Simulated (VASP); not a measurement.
# Ti3W2 (P6/mmm) in VASP: further runs

The runs below take Ti3W2 through single point, relaxation of cell and atoms, with PBE.

All numbers are computed with VASP 6.6.1; they aren't measurements. Logs are shortened: lines on timing, memory, paths and dates and some standing lists are left out, and cuts for length are marked.

## Step 1: The cell of the first run

Symmetry: P6/mmm, No. 191, hexagonal system. Conventional cell: a = 4.016 Å, b = 4.016 Å, c = 6.416 Å, α = 90.00°, β = 90.00°, γ = 120.00°. Ti (site symmetry mmm) has 4 Ti at 2.01 Å within 2.7 Å. Within 3.0 Å of W (site symmetry 6mm) lie 1 W at 2.26 Å and 6 Ti at 2.89 Å.

The cell was built from a structure type or drawn by symmetry, and may not be a known phase.

## Step 2: Single point, PBE

INCAR

```
PREC = Accurate
ENCUT = 520
EDIFF = 1E-7
ISMEAR = 0
SIGMA = 0.1
LREAL = F
LASPH = T
NELM = 100
ALGO = Normal
ISIF = 2
LWAVE = F
LCHARG = F
GGA = PE
NBANDS = 40
```

KPOINTS

```
regular mesh
0
Gamma
  6 6 4
```

POSCAR

```
Ti3W2
1.0
    4.0162162800      0.0000000000      0.0000000000
   -2.0081081400      3.4781453200      0.0000000000
    0.0000000000      0.0000000000      6.4158850300
Ti W
3 2
Direct
    0.5000000000      0.0000000000      0.5000000000
    0.0000000000      0.5000000000      0.5000000000
    0.5000000000      0.5000000000      0.5000000000
    0.0000000000      0.0000000000      0.1764940400
    0.0000000000      0.0000000000      0.8235059600
```

Potentials or basis: VASP PAW PBE potentials, release 64 (Ti_sv, W_sv).

The run is started by

```sh
$ cat potpaw_PBE.64/Ti_sv/POTCAR potpaw_PBE.64/W_sv/POTCAR > POTCAR
$ mpirun -np 1 vasp_std > vasp.out
```

OUTCAR:

```text
PREC = Accurate
   ENCUT = 520
   EDIFF = 1E-7
   ISMEAR = 0
   LREAL = F
   LASPH = T
   NELM = 100
   ISIF = 2
   GGA = PE

 ion  position               nearest neighbor table
   1  0.500  0.000  0.500-   2 2.01   3 2.01   3 2.01   2 2.01   4 2.89   4 2.89   5 2.89   5 2.89

   2  0.000  0.500  0.500-   1 2.01   1 2.01   3 2.01   3 2.01   4 2.89   5 2.89   4 2.89   5 2.89

   3  0.500  0.500  0.500-   1 2.01   1 2.01   2 2.01   2 2.01   4 2.89   5 2.89   4 2.89   5 2.89

   4  0.000  0.000  0.176-   5 2.26   3 2.89   2 2.89   2 2.89   3 2.89   1 2.89   1 2.89
   5  0.000  0.000  0.824-   4 2.26   3 2.89   2 2.89   2 2.89   3 2.89   1 2.89   1 2.89

  LATTYP: Found a hexagonal cell.
 ALAT       =     4.0162162800
 C/A-ratio  =     1.5974949013

  Lattice vectors:

 A1 = (   4.0162162800,   0.0000000000,   0.0000000000)
 A2 = (  -2.0081081400,   3.4781453200,   0.0000000000)
 A3 = (   0.0000000000,   0.0000000000,   6.4158850300)

Analysis of symmetry for initial positions (statically):
=====================================================================
 Subroutine PRICEL returns:
 Original cell was already a primitive cell.

 Routine SETGRP: Setting up the symmetry group for a
 hexagonal supercell.

 Subroutine GETGRP returns: Found 24 space group operations
 (whereof 24 operations were pure point group operations)
 out of a pool of 24 trial point group operations.

The static configuration has the point symmetry D_6h.

Analysis of symmetry for dynamics (positions and initial velocities):
=====================================================================
 Subroutine PRICEL returns:
 Original cell was already a primitive cell.

 Routine SETGRP: Setting up the symmetry group for a
 hexagonal supercell.

 Subroutine GETGRP returns: Found 24 space group operations
 (whereof 24 operations were pure point group operations)
 out of a pool of 24 trial point group operations.

The dynamic configuration has the point symmetry D_6h.

 Subroutine INISYM returns: Found 24 space group operations
 (whereof 24 operations are pure point group operations),
 and found     1 'primitive' translations

----------------------------------------------------------------------------------------

                                     Primitive cell

  volume of cell :      89.6234

  direct lattice vectors                    reciprocal lattice vectors
     4.016216280  0.000000000  0.000000000     0.248990575  0.143754776  0.000000000
    -2.008108140  3.478145320  0.000000000     0.000000000  0.287509551  0.000000000
     0.000000000  0.000000000  6.415885030     0.000000000  0.000000000  0.155863142

  length of vectors
     4.016216280  4.016216275  6.415885030     0.287509551  0.287509551  0.155863142

  position of ions in fractional coordinates (direct lattice)
     0.500000000  0.000000000  0.500000000
     0.000000000  0.500000000  0.500000000
     0.500000000  0.500000000  0.500000000
     0.000000000  0.000000000  0.176494040
     0.000000000  0.000000000  0.823505960

  ion indices of the primitive-cell ions
   primitive index   ion index
                 1           1
                 2           2
                 3           3
                 4           4
                 5           5

----------------------------------------------------------------------------------------

 KPOINTS: regular mesh

Automatic generation of k-mesh.
 Grid dimensions read from file:
 generate k-points for:    6    6    4

 Generating k-lattice:

  Cartesian coordinates                     Fractional coordinates (reciprocal lattice)
     0.041498429  0.023959129  0.000000000     0.166666667  0.000000000  0.000000000
     0.000000000  0.047918259  0.000000000     0.000000000  0.166666667  0.000000000
     0.000000000  0.000000000  0.038965786     0.000000000  0.000000000  0.250000000

  Length of vectors
     0.047918258  0.047918259  0.038965786

  Shift w.r.t. Gamma in fractional coordinates (k-lattice)
     0.000000000  0.000000000  0.000000000

 Subroutine IBZKPT returns following result:
 ===========================================

 Found     21 irreducible k-points:

 Following reciprocal coordinates:
            Coordinates               Weight
  0.000000  0.000000  0.000000      1.000000
  0.166667 -0.000000  0.000000      6.000000
  0.333333  0.000000  0.000000      6.000000
  0.500000  0.000000  0.000000      3.000000
  0.166667  0.166667  0.000000      6.000000
  0.333333  0.166667  0.000000     12.000000
[... 13 lines left out ...]
  0.333333  0.166667  0.500000     12.000000
  0.333333  0.333333  0.500000      2.000000
   k-points           NKPTS =     21   k-points in BZ     NKDIM =     21   number of bands    NBANDS=     40
   number of dos      NEDOS =    301   number of ions     NIONS =      5
   total plane-waves  NPLWV =  43200
   dimension x,y,z NGX =    30 NGY =   30 NGZ =   48
   dimension x,y,z NGXF=    60 NGYF=   60 NGZF=   96
   ions per type =               3   2
   NGX,Y,Z   is equivalent  to a cutoff of  12.42, 12.42, 12.44 a.u.
   NGXF,Y,Z  is equivalent  to a cutoff of  24.84, 24.84, 24.88 a.u.
 SYSTEM =  unknown system
   PREC   = accura    normal or accurate (medium, high low for compatibility)
   ISTART =      0    job   : 0-new  1-cont  2-samecut
   ICHARG =      2    charge: 1-file 2-atom 10-const
   ISPIN  =      1    spin polarized calculation?
   LNONCOLLINEAR =      F non collinear calculations
   LSORBIT =      F    spin-orbit coupling
   LASPH  =      T    aspherical Exc in radial PAW
   ENCUT  =  520.0 eV  38.22 Ry    6.18 a.u.   7.47  7.47 11.93*2*pi/ulx,y,z
   NELM   =    100;   NELMIN=  2; NELMDL= -5     # of ELM steps
   EDIFF  = 0.1E-06   stopping-criterion for ELM
   LREAL  =      F    real-space projection
   EDIFFG = 0.1E-05   stopping-criterion for IOM
   NSW    =      0    number of steps for IOM
   IBRION =     -1    ionic relax: 0-MD 1-quasi-New 2-CG
   NFREE  =      0    steps in history (QN), initial steepest desc. (CG)
   ISIF   =      2    stress and relaxation
   ISYM   =      2    0-nonsym 1-usesym 2-fastsym
   POTIM  = 0.5000    time-step for ionic-motion
   TEBEG  =    0.0;   TEEND  =   0.0 temperature during run
   PSTRESS=    0.0 pullay stress
   NELECT =      64.0000    total number of electrons
   NUPDOWN=      -1.0000    fix difference up-down
   EMIN   =  10.00;   EMAX   =-10.00  energy-range for DOS
   EFERMI =   0.00;   METHOD = LEGACY
   ISMEAR =     0;   SIGMA  =   0.10  broadening in eV -4-tet -1-fermi 0-gaus
   EFERMI_NEDOS =   21; number of points for ismear=-14 and -15
   IALGO  =     38    algorithm
   IMIX   =      4    mixing-type and parameters
     AMIX     =   0.40;   BMIX     =  1.00
     AMIX_MAG =   1.60;   BMIX_MAG =  1.00
  volume/ion in A,a.u.               =      17.92       120.96
  Fermi-wavevector in a.u.,A,eV,Ry     =   1.463281  2.765200 29.132671  2.141191
  Thomas-Fermi vector in A             =   2.579394
   LORBIT       =      0    0 simple, 1 ext, 2 COOP (PROOUT), +10 PAW based schemes
   GGA     = PE    functional components
   LHFCALC =     F    Hartree Fock is set to
   AEXX    =    0.0000 exact exchange contribution
   IVDW    =     0    specifies the selected vdW correction
   LEPSILON=     F    determine dielectric tensor
   LRPA    =     F    only Hartree local field effects (RPA)
 non-spin polarized calculation
 Gauss-broadening in eV      SIGMA  =   0.10
  energy-cutoff  :      520.00
  volume of cell :       89.62
 maximum number of plane-waves:      2436
 NGX is ok and might be reduce to    30
   NGX = 15   NGY = 15   NGZ = 23

 number of electron      63.9999984 magnetization

 Free energy of the ion-electron system (eV)
  ---------------------------------------------------
  ext. energy  EPLUGINS =         0.00000000
  ---------------------------------------------------
  free energy    TOTEN  =       -33.90683740 eV

  energy without entropy =      -33.87780310  energy(sigma->0) =      -33.89232025

 E-fermi :   7.8379     XC(G=0): -11.5238

 val. band max:        7.8256068377   @ k =   0.1667   0.1667   0.0000
 cond. band min:       7.8618446468   @ k =   0.3333   0.1667   0.5000
 fundamental gap:      0.0362378092
 Fermi energy:         7.8378816220

 k-point     1 :       0.0000    0.0000    0.0000
  band No.  band energies     occupation
      1     -66.2265      2.00000
      2     -65.9712      2.00000
      3     -49.2644      2.00000
      4     -46.9681      2.00000
      5     -46.9681      2.00000
      6     -31.2593      2.00000
[... 32 lines left out ...]
     39      12.4469      0.00000
     40      12.5189      0.00000

 k-point     2 :       0.1667   -0.0000    0.0000
  band No.  band energies     occupation
      1     -66.2264      2.00000
      2     -65.9711      2.00000
      3     -49.1517      2.00000
      4     -47.1364      2.00000
      5     -46.9736      2.00000
      6     -31.2607      2.00000
[... 32 lines left out ...]
     39      12.2141      0.00000
     40      12.3309      0.00000

 k-point     3 :       0.3333    0.0000    0.0000
  band No.  band energies     occupation
      1     -66.2262      2.00000
      2     -65.9710      2.00000
      3     -48.8494      2.00000
      4     -47.5473      2.00000
      5     -46.9845      2.00000
      6     -31.2635      2.00000
[... 32 lines left out ...]
     39      10.2376      0.00000
     40      11.2477      0.00000

 k-point     4 :       0.5000    0.0000    0.0000
  band No.  band energies     occupation
      1     -66.2261      2.00000
      2     -65.9709      2.00000
      3     -48.5924      2.00000
      4     -47.8575      2.00000
      5     -46.9900      2.00000
      6     -31.2648      2.00000
[... 32 lines left out ...]
     39      10.8477      0.00000
     40      10.8654      0.00000
[... 643 lines left out ...]
     39      10.7939      0.00000
     40      10.8556      0.00000

 k-point    20 :       0.3333    0.1667    0.5000
  band No.  band energies     occupation
      1     -66.2261      2.00000
      2     -65.9710      2.00000
      3     -48.5956      2.00000
      4     -47.8498      2.00000
      5     -46.9948      2.00000
      6     -31.2572      2.00000
[... 32 lines left out ...]
     39       9.7368      0.00000
     40      10.3915      0.00000

 k-point    21 :       0.3333    0.3333    0.5000
  band No.  band energies     occupation
      1     -66.2260      2.00000
      2     -65.9709      2.00000
      3     -48.2336      2.00000
      4     -48.2336      2.00000
      5     -47.0023      2.00000
      6     -31.2564      2.00000
[... 32 lines left out ...]
     39       9.4110      0.00000
     40       9.6571      0.00000

------------------------ aborting loop because EDIFF is reached ----------------------------------------

  FORCE on cell =-STRESS in cart. coord.  units (eV):
  Direction    XX          YY          ZZ          XY          YZ          ZX
  --------------------------------------------------------------------------------------
  -------------------------------------------------------------------------------------
  Total       26.8613449     26.8613448      3.3696098      0.0000000      0.0000000      0.0000000
  in kB      480.1942410    480.1942395     60.2377587      0.0000000      0.0000000      0.0000000
  external PRESSURE =     340.2087464 kB  Pullay stress =       0.0000000 kB

 VOLUME and BASIS-vectors are now :
 -----------------------------------------------------------------------------
  energy-cutoff  :      520.00
  volume of cell :       89.62
      direct lattice vectors                 reciprocal lattice vectors
     4.016216280  0.000000000  0.000000000     0.248990575  0.143754776  0.000000000
    -2.008108140  3.478145320  0.000000000     0.000000000  0.287509551  0.000000000
     0.000000000  0.000000000  6.415885030     0.000000000  0.000000000  0.155863142

 POSITION                                       TOTAL-FORCE (eV/Angst)
 -----------------------------------------------------------------------------------
      2.00811      0.00000      3.20794         0.000000     -0.000000      0.000000
     -1.00405      1.73907      3.20794         0.000000     -0.000000      0.000000
      1.00405      1.73907      3.20794         0.000000     -0.000000      0.000000
      0.00000      0.00000      1.13237        -0.000000      0.000000      1.563569
      0.00000      0.00000      5.28352         0.000000     -0.000000     -1.563569
 -----------------------------------------------------------------------------------
    total drift:                               -0.000000      0.000000      0.000000

  FREE ENERGIE OF THE ION-ELECTRON SYSTEM (eV)
  ---------------------------------------------------
  free  energy   TOTEN  =       -33.9068373985 eV

  energy  without entropy=      -33.8778031024  energy(sigma->0) =      -33.89232025
```

Run time: 50 s. Hardware: 1 thread of Intel Xeon 6975P-C (Granite Rapids), shared host; peak memory 0.23 GiB.

What came out:

| Quantity | Value |
| --- | --- |
| Free energy | -33.9068 eV |
| Pressure | 34.0 GPa |
| Largest force | 1.564 eV/Å |
| Band gap on the k mesh | zero (bands 32 and 33 overlap by 1.44 eV) |

Forces in eV/Å, atoms in the order of the input:
```
Ti   0.000  0.000  0.000
Ti   0.000  0.000  0.000
Ti   0.000  0.000  0.000
W    0.000  0.000  1.564
W    0.000  0.000 -1.564
```

Stress tensor (GPa, compression positive):
```
48.02  0.00  0.00
 0.00 48.02  0.00
 0.00  0.00  6.02
```

Caveat: atoms lie so close that the PAW spheres overlap strongly, which falsifies energies and pressures; the cell stands under pressure; spin-orbit coupling is left out, which moves the levels of the heavy elements; forces of over 1 eV/Å act on the atoms, so gaps and moduli don't describe the material at rest.

(Part 1 of 3 ends here.)
